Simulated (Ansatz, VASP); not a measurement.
## Two plane-wave programs on Zn

```
Zn
1.0
     2.93303    0.00000    0.00000
    -1.46651    2.54007    0.00000
     0.00000    0.00000    6.42978
Zn
3
Cartesian
  -0.7333 1.2700 1.0716
  0.7333 1.2700 5.3582
  1.4665 0.0000 3.2149
```

Alike in both runs: task relaxation of cell and atoms; functional PBE; k mesh 18 × 18 × 8; occupations gaussian, width 0.1 eV; no spin polarisation.

```csv
,VASP,Ansatz
version,VASP 6.6.1,Ansatz 0.2.0
potentials or method,"VASP PAW PBE potentials, release 64 (Zn), cutoff 600 eV","scalar-relativistic, plane waves, PAW"
valence electrons in the cell,36,36
```

```csv
,VASP,Ansatz,Ansatz less VASP
"gap on the k mesh at the Fermi level, each at its own relaxed structure (eV)",none,none,-
relaxed volume (Å³/atom),15.84,15.90,+0.063
relaxed cell length with the largest relative difference (Å),7.906,8.077,+0.1709
```

A gap of «none» marks a metal or a gap that the smearing closes.
